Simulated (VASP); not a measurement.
Write the native input for VASP 6.6.1 that does the following.

```yaml
Task: single point
Functional: PBEsol
Potentials_or_basis: VASP PAW PBE potentials, release 64 (W_sv)
Cutoff: 500 eV
k_mesh: 22 × 22 × 22
Occupations: gaussian, width 0.15 eV
Spin: no spin polarisation
Dipole_correction: no
Further_INCAR_settings: ALGO = Normal; EDIFF = 1e-06; NBANDS = 13
```

The structure of W lies in POSCAR:

```
W
1.0
    0.0000000000      2.0470521796      1.7541190127
    2.0470521796      0.0000000000      1.7541190127
    2.0470521796      2.0470521796      0.0000000000
W
1
Direct
    0.0000000000      0.0000000000      0.0000000000
```

This cell differs from its parent crystal: volume 14.701 Å^3 an atom, c/a of the conventional cell 0.8569.

One way to write it, as run:

INCAR

```
SYSTEM = W
PREC = Accurate
ENCUT = 500
EDIFF = 1E-6
ISMEAR = 0
SIGMA = 0.15
LREAL = .FALSE.
LASPH = .TRUE.
NELM = 120
ALGO = Normal
ISIF = 2
LWAVE = .FALSE.
LCHARG = .FALSE.
GGA = PS
NBANDS = 13
GGA_COMPAT = .FALSE.
```

KPOINTS

```
Automatic mesh
0
G
  22 22 22
  0 0 0
```

Potentials or basis: VASP PAW PBE potentials, release 64 (W_sv).

Launch:

```sh
$ cat potpaw_PBE.64/W_sv/POTCAR > POTCAR
$ mpirun -np 1 vasp_std > vasp.out
```

Results of the run:

```yaml
Pressure: 29.6 GPa
Band_gap_on_the_k_mesh: zero (band 7 reaches 17.69 eV, above the bottom of band 8 at 11.30 eV)
```

Caveat: the PAW data sets were made with another functional, which shifts forces and pressure a little; spin-orbit coupling is left out, which moves the levels of the heavy elements.

It took 60 s on 1 thread of Intel Xeon 6975P-C (shared host), peak memory 0.26 GiB.
